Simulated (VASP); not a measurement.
Here is a VASP 6.6.1 calculation.

Contents of INCAR:

```
ALGO = Normal
EDIFF = 1E-8
ENCUT = 520
GGA = PS
ISIF = 2
ISMEAR = -1
LASPH = True
LCHARG = False
LEFG = True
LREAL = False
LWAVE = False
NBANDS = 13
NELM = 80
PREC = Accurate
SIGMA = 0.08
```

Contents of KPOINTS:

```
k-points
0
Gamma
  13 13 13
```

POSCAR

```
Pb
1.0
   -1.9596616382      1.9596616382      1.9596616382
    1.9596616382     -1.9596616382      1.9596616382
    1.9596616382      1.9596616382     -1.9596616382
Pb
1
Direct
    0.0000000000      0.0000000000      0.0000000000
```

Potentials or basis: VASP PAW PBE potentials, release 64 (Pb_d).

Command:

```bash
$ cat potpaw_PBE.64/Pb_d/POTCAR > POTCAR
$ mpirun -np 1 vasp_std > vasp.out
```

Q: Predict the pressure.

A: -0.4 GPa.

Q: Estimate the band gap on the k mesh.

A: Zero (band 7 reaches 14.89 eV, above the bottom of band 8 at 5.21 eV).

Caveat: without QUAD_EFG the Cq values of the log hold for a quadrupole moment of 1 mb, not for the nuclei; the PAW data sets were made with another functional, which shifts forces and pressure a little; spin-orbit coupling is left out, which moves the levels of the heavy elements.
